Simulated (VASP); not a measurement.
Ti5C:

```xyz
6
Lattice="4.1128 0.0000 0.0000 -2.0564 3.5618 0.0000 0.0000 0.0000 6.8623" Properties=species:S:1:pos:R:3 pbc="T T T"
Ti    0.0000    0.0000    1.5794
Ti    0.0000    0.0000    5.2830
Ti    2.0564    0.0000    0.0000
Ti   -1.0282    1.7809    0.0000
Ti    1.0282    1.7809    0.0000
C     0.0000    0.0000    0.0000
```

The cell was built from a structure type or drawn by symmetry, and may not be a known phase.

* Program: VASP 6.6.1
* Task: relaxation of cell and atoms
* Functional: PBE
* Potentials or basis: VASP PAW PBE potentials, release 64 (Ti_sv, C)
* Cutoff: 600 eV
* k mesh: 6 × 6 × 4
* Occupations: gaussian, width 0.1 eV
* Spin: no spin polarisation

At the start: pressure 77.0 GPa; volume 16.75 Å³/atom.

Problem. How do energy, volume and symmetry change on relaxing?

Solution. Over 19 steps the energy falls by 1742.7 meV/atom and the volume is 24.29 Å³/atom (+45.0 %); space group P6/mmm (No. 191, to 0.1 Å) before and after.

The path:
| step | energy change (eV) | largest force (eV/Å) | pressure (GPa) | volume (Å³) |
| --- | --- | --- | --- | --- |
| 1 | 0.0000 | 16.7715 | 77.04 | 100.52 |
| 2 | 0.6535 | 0.2424 | -11.26 | 269.04 |
| 3 | -2.6461 | 0.7484 | -12.36 | 225.50 |
| 4 | -5.3595 | 1.5731 | -12.14 | 194.40 |
| 5 | -9.2932 | 1.9211 | -1.62 | 142.35 |
| 6 | -9.3252 | 0.8399 | 8.14 | 128.45 |
| 7 | -9.4278 | 1.5240 | 2.48 | 135.47 |
| 8 | -9.4302 | 1.4637 | 3.03 | 134.67 |
| 9 | -10.2911 | 1.4281 | -2.52 | 144.15 |
| 10 | -10.3382 | 0.9806 | -3.51 | 147.68 |
| 11 | -10.3433 | 1.1899 | -3.25 | 146.51 |
| 12 | -10.3336 | 1.3865 | 2.61 | 138.74 |
| 13 | -10.4299 | 0.1015 | -0.61 | 142.56 |
| 14 | -10.4299 | 0.0750 | -0.55 | 142.48 |
| 15 | -10.4420 | 0.1348 | 0.15 | 141.12 |
| 16 | -10.4423 | 0.1437 | 0.27 | 140.90 |
| 17 | -10.4450 | 0.1321 | 0.22 | 141.39 |
| 18 | -10.4512 | 0.0979 | 0.10 | 142.83 |
| 19 | -10.4564 | 0.0383 | -0.11 | 145.74 |

Final structure:
```xyz
6
Lattice="4.8023 0.0000 0.0000 -2.4012 4.1589 0.0000 0.0000 0.0000 7.2970" Properties=species:S:1:pos:R:3 pbc="T T T"
Ti    0.0000    0.0000    1.9065
Ti    0.0000    0.0000    5.3905
Ti    2.4012    0.0000    0.0000
Ti   -1.2006    2.0795    0.0000
Ti    1.2006    2.0795    0.0000
C     0.0000    0.0000    0.0000
```

Caveat: the volume moved by over 15 % at a fixed basis, so the end points are rough.
